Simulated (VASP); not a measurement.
# WSe2 in VASP: a series of runs

WSe2 is run at these levels: PBE, PBE+D3(BJ), PBE+D4; tasks: single point.

All numbers are computed with VASP 6.6.1; they aren't measurements. Logs are shortened: lines on timing, memory, paths and dates and some standing lists are left out, and cuts for length are marked.

### Step 1. The cell of the first run

The structure is trigonal, space group P-3m1 (No. 164). The conventional cell has a = 3.300 Å, b = 3.300 Å, c = 13.150 Å, α = 90.00°, β = 90.00°, γ = 120.00°. Within 3.3 Å of W (site symmetry 3m) lie 6 Se at 2.53 Å and 6 W at 3.30 Å. Within 3.4 Å of Se (site symmetry 3m) lie 3 W at 2.53 Å and 7 Se at 3.30 to 3.33 Å. Within 3.4 Å of Se (site symmetry 3m) lie 3 W at 2.53 Å and 7 Se at 3.30 to 3.33 Å.

### Step 2. Single point, PBE, non-collinear spin, zero start, spin-orbit coupling

Contents of INCAR:

```
  PREC = Accurate
  ENCUT = 520
  EDIFF = 1E-7
  ISMEAR = -1
  SIGMA = 0.02
  LREAL = False
  LASPH = True
  NELM = 150
  ALGO = Normal
  ISIF = 2
  LWAVE = False
  LCHARG = False
  MAGMOM = 0 0 0 0 0 0 0 0 0 0 0 0 0 0 0 0 0 0
  LORBIT = 11
  LSORBIT = True
  GGA_COMPAT = False
  LORBMOM = True
  LMAXMIX = 4
  GGA = PE
  NBANDS = 68
  KPAR = 4
```

Contents of KPOINTS:

```
regular mesh
0
Gamma
  12 12 2
```

Contents of POSCAR:

```
WSe2
1.0
    3.2996318046      0.0000000000      0.0000000000
   -1.6498159023      2.8575649659      0.0000000000
    0.0000000000      0.0000000000     13.1495853360
W Se
2 4
Direct
    0.6666666667      0.3333333333      0.2501999111
    0.3333333333      0.6666666667      0.7498000889
    0.3333333333      0.6666666667      0.3768527017
    0.6666666667      0.3333333333      0.8764523353
    0.3333333333      0.6666666667      0.1235476647
    0.6666666667      0.3333333333      0.6231472983
```

Potentials or basis: VASP PAW PBE potentials, release 64 (W_sv, Se).

Launch:

```bash
cat potpaw_PBE.64/W_sv/POTCAR potpaw_PBE.64/Se/POTCAR > POTCAR
mpirun -np 4 vasp_ncl > vasp.out
```

OUTCAR:

```text
PREC = Accurate
   ENCUT = 520
   EDIFF = 1E-7
   ISMEAR = -1
   LREAL = False
   LASPH = True
   NELM = 150
   ISIF = 2
   LORBIT = 11
   LSORBIT = True
   GGA = PE

 ion  position               nearest neighbor table
   1  0.667  0.333  0.250-   5 2.53   5 2.53   5 2.53   3 2.53   3 2.53   3 2.53
   2  0.333  0.667  0.750-   4 2.53   4 2.53   4 2.53   6 2.53   6 2.53   6 2.53
   3  0.333  0.667  0.377-   1 2.53   1 2.53   1 2.53
   4  0.667  0.333  0.876-   2 2.53   2 2.53   2 2.53
   5  0.333  0.667  0.124-   1 2.53   1 2.53   1 2.53
   6  0.667  0.333  0.623-   2 2.53   2 2.53   2 2.53

  LATTYP: Found a hexagonal cell.
 ALAT       =     3.2996318046
 C/A-ratio  =     3.9851674716

  Lattice vectors:

 A1 = (   3.2996318046,   0.0000000000,   0.0000000000)
 A2 = (  -1.6498159023,   2.8575649659,   0.0000000000)
 A3 = (   0.0000000000,   0.0000000000,  13.1495853360)

Analysis of symmetry for initial positions (statically):
=====================================================================
 Subroutine PRICEL returns:
 Original cell was already a primitive cell.

 Routine SETGRP: Setting up the symmetry group for a
 hexagonal supercell.

 Subroutine GETGRP returns: Found 12 space group operations
 (whereof 12 operations were pure point group operations)
 out of a pool of 24 trial point group operations.

The static configuration has the point symmetry D_3d.

Analysis of symmetry for dynamics (positions and initial velocities):
=====================================================================
 Subroutine PRICEL returns:
 Original cell was already a primitive cell.

 Routine SETGRP: Setting up the symmetry group for a
 hexagonal supercell.

 Subroutine GETGRP returns: Found 12 space group operations
 (whereof 12 operations were pure point group operations)
 out of a pool of 24 trial point group operations.

The dynamic configuration has the point symmetry D_3d.

Analysis of structural, dynamic, and magnetic symmetry:
=====================================================================
 Subroutine PRICEL returns:
 Original cell was already a primitive cell.

 Routine SETGRP: Setting up the symmetry group for a
 hexagonal supercell.

 Subroutine GETGRP returns: Found 12 space group operations
 (whereof 12 operations were pure point group operations)
 out of a pool of 24 trial point group operations.

The overall configuration has the point symmetry D_3d.

 Subroutine INISYM returns: Found 12 space group operations
 (whereof 12 operations are pure point group operations),
 and found     1 'primitive' translations

----------------------------------------------------------------------------------------

                                     Primitive cell

  volume of cell :     123.9863

  direct lattice vectors                    reciprocal lattice vectors
     3.299631805  0.000000000  0.000000000     0.303064117  0.174974150  0.000000000
    -1.649815902  2.857564966  0.000000000     0.000000000  0.349948299  0.000000000
     0.000000000  0.000000000 13.149585336     0.000000000  0.000000000  0.076048025

  length of vectors
     3.299631805  3.299631805 13.149585336     0.349948299  0.349948299  0.076048025

  position of ions in fractional coordinates (direct lattice)
     0.666666667  0.333333333  0.250199911
     0.333333333  0.666666667  0.749800089
     0.333333333  0.666666667  0.376852702
     0.666666667  0.333333333  0.876452335
     0.333333333  0.666666667  0.123547665
     0.666666667  0.333333333  0.623147298

  ion indices of the primitive-cell ions
   primitive index   ion index
                 1           1
                 2           2
                 3           3
                 4           4
                 5           5
                 6           6

----------------------------------------------------------------------------------------

 KPOINTS: regular mesh

Automatic generation of k-mesh.
 Grid dimensions read from file:
 generate k-points for:   12   12    2
[... 128 lines left out ...]
      5     -38.3810      1.00000
      6     -38.3810      1.00000
[... 1597 lines left out ...]
     63       9.2388      0.00000
     64       9.2388      0.00000

 [... further k-points ...]

 [bands above 64 left out]

------------------------ aborting loop because EDIFF is reached ----------------------------------------

  FORCE on cell =-STRESS in cart. coord.  units (eV):
  Direction    XX          YY          ZZ          XY          YZ          ZX
  --------------------------------------------------------------------------------------
  -------------------------------------------------------------------------------------
  Total        2.5948106      2.5948106      3.9159621      0.0000000      0.0000000     -0.0000000
  in kB       33.5306980     33.5306980     50.6029004      0.0000000      0.0000000     -0.0000000
  external PRESSURE =      39.2214321 kB  Pullay stress =       0.0000000 kB

 VOLUME and BASIS-vectors are now :
 -----------------------------------------------------------------------------
  energy-cutoff  :      520.00
  volume of cell :      123.99
      direct lattice vectors                 reciprocal lattice vectors
     3.299631805  0.000000000  0.000000000     0.303064117  0.174974150  0.000000000
    -1.649815902  2.857564966  0.000000000     0.000000000  0.349948299  0.000000000
     0.000000000  0.000000000 13.149585336     0.000000000  0.000000000  0.076048025

 POSITION                                       TOTAL-FORCE (eV/Angst)
 -----------------------------------------------------------------------------------
      1.64982      0.95252      3.29003         0.000000      0.000000     -0.000922
     -0.00000      1.90504      9.85956        -0.000000     -0.000000      0.000922
     -0.00000      1.90504      4.95546        -0.000000      0.000000      0.354384
      1.64982      0.95252     11.52498         0.000000      0.000000      0.357403
     -0.00000      1.90504      1.62460         0.000000      0.000000     -0.357403
      1.64982      0.95252      8.19413         0.000000     -0.000000     -0.354384
 -----------------------------------------------------------------------------------
    total drift:                                0.000000      0.000000      0.000000

  FREE ENERGIE OF THE ION-ELECTRON SYSTEM (eV)
  ---------------------------------------------------
  free  energy   TOTEN  =       -44.7955019588 eV

  energy  without entropy=      -44.7955019588  energy(sigma->0) =      -44.79550196

 orbital moment (x)

 # of ion     p       d       tot
 ----------------------------------------
  1         0.000   0.000   0.000
  2         0.000   0.000   0.000
  3         0.000  -0.000   0.000
  4        -0.000   0.000   0.000
  5        -0.000   0.000   0.000
  6         0.000  -0.000  -0.000
 ----------------------------------------
            0.000  -0.000   0.000

 orbital moment (y)

 # of ion     p       d       tot
 ----------------------------------------
  1        -0.000   0.000   0.000
  2        -0.000   0.000   0.000
  3        -0.000   0.000   0.000
  4         0.000  -0.000  -0.000
  5         0.000  -0.000  -0.000
  6         0.000  -0.000   0.000
 ----------------------------------------
            0.000  -0.000   0.000

 orbital moment (z)

 # of ion     p       d       tot
 ----------------------------------------
  1         0.000   0.000   0.000
  2         0.000   0.000   0.000
  3         0.000   0.000   0.000
  4         0.000   0.000   0.000
  5         0.000   0.000   0.000
  6         0.000   0.000   0.000
 ----------------------------------------
            0.000   0.000   0.000

 Spin-Orbit-Coupling matrix elements

 Ion:    1  E_soc:     -1.5307893
 l=   1
     0.0000000    -0.2248664    -0.2254387
    -0.2248664     0.0000000    -0.2248664
    -0.2254387    -0.2248664     0.0000000
 l=   2
     0.0000000    -0.0057048     0.0000000    -0.0057048    -0.0259424
    -0.0057048     0.0000000    -0.0182184    -0.0050245    -0.0057048
     0.0000000    -0.0182184     0.0000000    -0.0182184     0.0000000
    -0.0057048    -0.0050245    -0.0182184     0.0000000    -0.0057048
    -0.0259424    -0.0057048     0.0000000    -0.0057048     0.0000000
 l=   3
     0.0000000     0.0000000     0.0000000     0.0000000     0.0000000     0.0000000     0.0000000
     0.0000000     0.0000000     0.0000000     0.0000000     0.0000000     0.0000000     0.0000000
     0.0000000     0.0000000     0.0000000     0.0000000     0.0000000     0.0000000     0.0000000
     0.0000000     0.0000000     0.0000000     0.0000000     0.0000000     0.0000000     0.0000000
[... 89 lines left out ...]
 l=   2
     0.0000000     0.0000063     0.0000000     0.0000063     0.0000037
     0.0000063     0.0000000     0.0000051     0.0000123     0.0000063
     0.0000000     0.0000051     0.0000000     0.0000051     0.0000000
     0.0000063     0.0000123     0.0000051     0.0000000     0.0000063
     0.0000037     0.0000063     0.0000000     0.0000063     0.0000000
 l=   3
     0.0000000     0.0000000     0.0000000     0.0000000     0.0000000     0.0000000     0.0000000
     0.0000000     0.0000000     0.0000000     0.0000000     0.0000000     0.0000000     0.0000000
     0.0000000     0.0000000     0.0000000     0.0000000     0.0000000     0.0000000     0.0000000
     0.0000000     0.0000000     0.0000000     0.0000000     0.0000000     0.0000000     0.0000000
     0.0000000     0.0000000     0.0000000     0.0000000     0.0000000     0.0000000     0.0000000
     0.0000000     0.0000000     0.0000000     0.0000000     0.0000000     0.0000000     0.0000000
     0.0000000     0.0000000     0.0000000     0.0000000     0.0000000     0.0000000     0.0000000

 total charge

# of ion       s       p       d       tot
------------------------------------------
    1        2.311   6.284   3.392  11.987
    2        2.311   6.284   3.392  11.987
    3        1.476   2.356   0.071   3.902
    4        1.476   2.356   0.071   3.902
    5        1.476   2.356   0.071   3.902
    6        1.476   2.356   0.071   3.902
--------------------------------------------------
tot         10.525  21.990   7.067  39.582

 magnetization (x)

# of ion       s       p       d       tot
------------------------------------------
    1        0.000   0.000   0.000   0.000
    2        0.000   0.000   0.000   0.000
    3        0.000  -0.000  -0.000  -0.000
    4        0.000  -0.000   0.000  -0.000
    5        0.000  -0.000   0.000  -0.000
    6        0.000   0.000  -0.000  -0.000
--------------------------------------------------
tot          0.000  -0.000  -0.000  -0.000

 magnetization (y)

# of ion       s       p       d       tot
------------------------------------------
    1       -0.000  -0.000   0.000   0.000
    2       -0.000  -0.000   0.000   0.000
    3        0.000   0.000   0.000   0.000
    4        0.000  -0.000   0.000  -0.000
    5        0.000  -0.000   0.000  -0.000
    6        0.000   0.000   0.000   0.000
--------------------------------------------------
tot          0.000  -0.000   0.000  -0.000

 magnetization (z)

# of ion       s       p       d       tot
------------------------------------------
    1        0.000   0.000   0.000   0.000
    2        0.000   0.000   0.000   0.000
    3        0.000   0.000   0.000   0.000
    4        0.000   0.000   0.000   0.000
    5        0.000   0.000   0.000   0.000
    6        0.000   0.000   0.000   0.000
--------------------------------------------------
tot          0.000   0.000   0.000   0.000
```

Run time: 5.5 min. Hardware: 4 MPI ranks of Intel Xeon Platinum 8259CL at 2.50GHz (Skylake/Cascade Lake), shared host; peak memory 0.85 GiB.

What came out:

```yaml
Free_energy: -44.7955 eV
Pressure: 3.9 GPa
Largest_force: 0.357 eV/Å
Net_moment: 0.00 μB per cell
Valence_electrons_inside_the_program's_atomic_spheres: W 11.99; Se 3.90
```

Forces on the atoms (eV/Å):
```
W    0.000  0.000 -0.001
W    0.000  0.000  0.001
Se   0.000  0.000  0.354
Se   0.000  0.000  0.357
Se   0.000  0.000 -0.357
Se   0.000  0.000 -0.354
```

Moments on the atoms (μB; x, y, z):
```
W   0.00 0.00 0.00
W   0.00 0.00 0.00
Se  0.00 0.00 0.00
Se  0.00 0.00 0.00
Se  0.00 0.00 0.00
Se  0.00 0.00 0.00
```

Caveat: the cell stands under pressure; this functional lacks dispersion, which binds the layers, so the pressure and a relaxed spacing across them are unreliable.

### Step 3. Single point, PBE+D3(BJ)

This run uses another cell than the first one, of 19.85 Å³/atom.

Contents of INCAR:

```
PREC = Accurate
ENCUT = 520
EDIFF = 1E-7
ISMEAR = -1
SIGMA = 0.02
LREAL = False
LASPH = True
NELM = 60
ALGO = Normal
ISIF = 2
LWAVE = False
LCHARG = False
GGA = PE
IVDW = 12
NBANDS = 35
```

KPOINTS is that of step 2.

Contents of POSCAR:

```
WSe2
1.0
    3.2790594175      0.0000000000      0.0000000000
   -1.6395297087      2.8397487560      0.0000000000
    0.0000000000      0.0000000000     12.7925463229
W Se
2 4
Direct
    0.6666666667      0.3333333333      0.2499875884
    0.3333333333      0.6666666667      0.7500124116
    0.3333333333      0.6666666667      0.3816494142
    0.6666666667      0.3333333333      0.8816734950
    0.3333333333      0.6666666667      0.1183265050
    0.6666666667      0.3333333333      0.6183505858
```

Potentials or basis: VASP PAW PBE potentials, release 64 (W_sv, Se).

Launch:

```bash
cat potpaw_PBE.64/W_sv/POTCAR potpaw_PBE.64/Se/POTCAR > POTCAR
mpirun -np 1 vasp_std > vasp.out
```

It took 66 s on 1 thread of Intel Xeon 6975P-C (Granite Rapids), shared host; peak memory 0.3 GiB.

It converged, with:

* Free energy: -45.9306 eV
* Pressure: 0.3 GPa
* Largest force: 0.049 eV/Å
* Band gap on the k mesh: 0.89 eV (least direct gap 1.56 eV)
* Dispersion energy per atom: -0.475 eV

Forces in eV/Å, atoms in the order of the input:
```
W    0.000  0.000  0.000
W    0.000  0.000  0.000
Se   0.000  0.000  0.049
Se   0.000  0.000  0.049
Se   0.000  0.000 -0.049
Se   0.000  0.000 -0.049
```

Stress tensor (GPa, compression positive):
```
0.28 0.00 0.00
0.00 0.28 0.00
0.00 0.00 0.40
```

Levels at points of the mesh, in eV from the valence-band top:
```tsv
k point	band 24	band 25	band 26	band 27	band 28	band 29
(0.00, 0.00, 0.00)	-1.20	-0.96	0.00	2.63	2.63	2.68
(0.50, 0.00, 0.00)	-1.38	-1.30	-1.06	2.15	2.20	2.27
(0.00, 0.00, 0.50)	-1.50	-0.21	-0.20	2.63	2.63	2.63
(0.50, 0.00, 0.50)	-1.37	-1.22	-1.22	2.17	2.17	2.52
```

Caveat: spin-orbit coupling is left out, which moves the levels of the heavy elements. A k mesh can miss the band edges.

### Step 4. Single point, PBE+D4

This run uses another cell than the first one, of 19.92 Å³/atom.

Contents of INCAR:

```
  PREC = Accurate
  ENCUT = 520
  EDIFF = 1E-7
  ISMEAR = -1
  SIGMA = 0.02
  LREAL = F
  LASPH = T
  NELM = 60
  ALGO = Normal
  ISIF = 2
  LWAVE = F
  LCHARG = T
  GGA = PE
  IVDW = 13
  LELF = T
  LVHAR = T
  NBANDS = 35
```

Contents of KPOINTS:

```
Automatic mesh
0
Gamma
  12 12 2
```

Contents of POSCAR:

```
WSe2
1.0
    3.2789160367      0.0000000000      0.0000000000
   -1.6394580183      2.8396245847      0.0000000000
    0.0000000000      0.0000000000     12.8344713776
W Se
2 4
Direct
    0.6666666667      0.3333333333      0.2499999094
    0.3333333333      0.6666666667      0.7500000906
    0.3333333333      0.6666666667      0.3813175558
    0.6666666667      0.3333333333      0.8813179305
    0.3333333333      0.6666666667      0.1186820695
    0.6666666667      0.3333333333      0.6186824442
```

Launch:

```bash
cat potpaw_PBE.64/W_sv/POTCAR potpaw_PBE.64/Se/POTCAR > POTCAR
mpirun -np 1 vasp_std > vasp.out
```

Run time: 70 s. Hardware: 1 thread of Intel Xeon 6975P-C (Granite Rapids), shared host; peak memory 0.3 GiB.

It converged, with:

```yaml
Free_energy: -46.0653 eV
Pressure: 0.3 GPa
Largest_force: 0.042 eV/Å
Band_gap_on_the_k_mesh: 0.91 eV (least direct gap 1.57 eV)
Dispersion_energy_per_atom: -0.496 eV
```

Forces on the atoms (eV/Å):
```
W    0.000  0.000  0.000
W    0.000  0.000  0.000
Se   0.000  0.000  0.042
Se   0.000  0.000  0.042
Se   0.000  0.000 -0.042
Se   0.000  0.000 -0.042
```

Stress tensor (GPa, compression positive):
```
0.28 0.00 0.00
0.00 0.28 0.00
0.00 0.00 0.41
```

Levels at points of the mesh, in eV from the valence-band top:
```
           k point  band 24  band 25  band 26  band 27  band 28  band 29
(0.00, 0.00, 0.00)    -1.19    -0.98     0.00     2.65     2.65     2.70
(0.50, 0.00, 0.00)    -1.35    -1.29    -1.05     2.17     2.21     2.29
(0.00, 0.00, 0.50)    -1.47    -0.21    -0.21     2.65     2.65     2.65
(0.50, 0.00, 0.50)    -1.36    -1.20    -1.20     2.19     2.19     2.53
```

Caveat: spin-orbit coupling is left out, which moves the levels of the heavy elements. A k mesh can miss the band edges.

[end of part 1 of 2]
